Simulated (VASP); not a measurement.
Input of a VASP 6.6.1 run:

File POSCAR:

```
SiO2
1.0
    4.2331690000      0.0000000000      0.0000000000
    0.0000000000      4.2331690000      0.0000000000
    0.0000000000      0.0000000000      2.6934950000
Si O
2 4
Direct
    0.0000000000      0.0000000000      0.0000000000
    0.5000000000      0.5000000000      0.5000000000
    0.8068390000      0.1931610000      0.5000000000
    0.3068390000      0.3068390000      0.0000000000
    0.1931610000      0.8068390000      0.5000000000
    0.6931610000      0.6931610000      0.0000000000
```

File INCAR.step1:

```
SYSTEM = SiO2
ALGO = Normal
EDIFF = 1E-5
ENCUT = 520
GGA = PE
GGA_COMPAT = .False.
ISIF = 2
ISMEAR = -1
KPAR = 4
LASPH = .True.
LCHARG = .False.
LREAL = .False.
LWAVE = .True.
NBANDS = 25
NELM = 120
PREC = Accurate
SIGMA = 0.05
```

Contents of INCAR.step2:

```
SYSTEM = SiO2
AEXX = 0.25
ALGO = Normal
EDIFF = 1E-6
ENCUT = 520
GGA = PE
GGA_COMPAT = .False.
ISIF = 2
ISMEAR = -1
ISTART = 1
KPAR = 4
LASPH = .True.
LCHARG = .False.
LHFCALC = .True.
LREAL = .False.
LWAVE = .False.
NBANDS = 25
NELM = 120
PREC = Accurate
PRECFOCK = Normal
SIGMA = 0.05
```

Contents of KPOINTS:

```
k-points
0
Gamma
  4 4 6
  0 0 0
```

Potentials or basis: VASP PAW PBE potentials, release 64 (Si, O).

Run with:

```console
$ cat potpaw_PBE.64/Si/POTCAR potpaw_PBE.64/O/POTCAR > POTCAR
$ cp INCAR.step1 INCAR
$ mpirun -np 4 vasp_std > vasp.out
$ cp INCAR.step2 INCAR
$ mpirun -np 4 vasp_std > vasp.out
```

Task: What does it give for the largest force?

Result: 0.149 eV/Å.

Task: Predict the band gap on the k mesh.

Result: 7.86 eV.

Stress tensor (GPa, compression positive):
```
-10.77   0.00   0.00
  0.00 -10.77   0.00
  0.00   0.00 -13.03
```

Caveat: the cell stands under tension; the PAW data sets were made with another functional, which shifts forces and pressure a little.
